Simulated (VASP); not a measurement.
# PbS: single point with revPBE

Crystal: PbS.

```
Pb S
1.0
     2.14511   -8.69830    0.00000
     2.14511    8.69830    0.00000
     0.00000    0.00000    4.29330
Pb S
2 2
Cartesian
  2.1451 5.7520 1.0733
  2.1451 -5.7520 3.2200
  2.1451 3.0512 1.0733
  2.1451 -3.0512 3.2200
```

```yaml
Program: VASP 6.6.1
Task: single point
Functional: revPBE
Potentials_or_basis: VASP PAW PBE potentials, release 64 (Pb_d, S)
Cutoff: 520 eV
k_mesh: 7 × 7 × 6
Occupations: fermi-dirac, width 0.05 eV
Spin: no spin polarisation
```

* Pressure: 0.0 GPa
* Largest force: 0.004 eV/Å
* Band gap on the k mesh: 1.72 eV (least direct gap 1.74 eV)

Forces on the atoms (eV/Å):
```
Pb   0.000 -0.004  0.000
Pb   0.000  0.004  0.000
S    0.000 -0.003  0.000
S    0.000  0.003  0.000
```

Levels at points of the mesh, in eV from the valence-band top:
```tsv
k point	band 16	band 17	band 18	band 19	band 20	band 21	band 22	band 23	band 24	band 25
(0.00, 0.00, 0.00)	-2.38	-2.37	-1.34	-1.34	-0.34	2.77	3.98	5.03	5.15	5.19
(0.00, 0.00, 0.50)	-1.76	-1.03	-1.03	-0.19	-0.19	1.94	1.94	2.96	2.96	3.66
```

Wall time 5.2 min on 1 thread of Intel(R) Xeon(R) 6975P-C (Granite Rapids), with other jobs on the host, peak memory 0.53 GiB.

Caveat: the PAW data sets were made with another functional, which shifts forces and pressure a little; spin-orbit coupling is left out, which moves the levels of the heavy elements; an odd mesh through Γ misses points on the zone boundary, where band edges can lie.
